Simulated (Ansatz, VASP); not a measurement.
# Te2Mo: VASP beside Ansatz

```
CELL_PARAMETERS angstrom
3.49640 0.00000 0.00000
-1.74820 3.02797 0.00000
0.00000 0.00000 13.70084
ATOMIC_POSITIONS crystal
Te 0.33333 0.66667 0.61734
Te 0.66667 0.33333 0.11734
Te 0.33333 0.66667 0.88266
Te 0.66667 0.33333 0.38266
Mo 0.33333 0.66667 0.25000
Mo 0.66667 0.33333 0.75000
```

Alike in both runs: task single point; functional PBE; dispersion D3(BJ); k mesh 12 × 12 × 2; occupations gaussian, width 0.02 eV; no spin polarisation.

|  | VASP | Ansatz |
| --- | --- | --- |
| version | VASP 6.6.1 | Ansatz 0.2.0 |
| potentials or method | VASP PAW PBE potentials, release 64 (Te, Mo_sv), cutoff 520 eV | scalar-relativistic, plane waves, PAW |
| valence electrons in the cell | 52 | 92 |

|  | VASP | Ansatz | Ansatz less VASP |
| --- | --- | --- | --- |
| gap on the k mesh at the Fermi level (eV) | 0.65 | 0.65 | +0.006 |
| least direct gap on the mesh (eV) | 1.04 | 1.03 | -0.007 |
| pressure (GPa) | 0.0 | 0.0 | 0.00 |
| rms of the force components (eV/Å) | 0.005 | 0.002 | -0.0025 |

Atom by atom the forces differ by 0.007 eV/Å (rms over components). VASP's potentials hold 52 valence electrons a cell and Ansatz's 92, so a difference there can come from the potentials and not from the codes.

Neither program's run includes spin-orbit coupling.
